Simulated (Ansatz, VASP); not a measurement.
# Two plane-wave programs on AlP

```
CELL_PARAMETERS angstrom
0.00000 2.73516 2.73516
2.73516 0.00000 2.73516
2.73516 2.73516 0.00000
ATOMIC_POSITIONS crystal
Al 0.00000 0.00000 0.00000
P 0.25000 0.25000 0.25000
```

Alike in both runs: functional PBEsol; k mesh 8 × 8 × 8; occupations gaussian, width 0.02 eV; no spin polarisation.

Ansatz relaxed the structure, and its values are those at the end. VASP's run is a single point on that final structure, the one shown.

```csv
,VASP,Ansatz
version,VASP 6.6.1,Ansatz 0.2.0
potentials or method,"VASP PAW PBE potentials, release 64 (Al, P), cutoff 500 eV","scalar-relativistic, plane waves, PAW"
valence electrons in the cell,8,8
```

|  | VASP | Ansatz | Ansatz less VASP |
| --- | --- | --- | --- |
| gap on the k mesh at the Fermi level (eV) | 1.45 | 1.45 | +0.002 |
| least direct gap on the mesh (eV) | 3.16 | 3.15 | -0.006 |
| pressure (GPa) | 0.0 | 0.0 | -0.04 |

VASP's potentials were made for PBE, not for PBEsol, and Ansatz warns of the same on its side. The functional is the same, so the differences come from potentials, cutoffs and numerics.
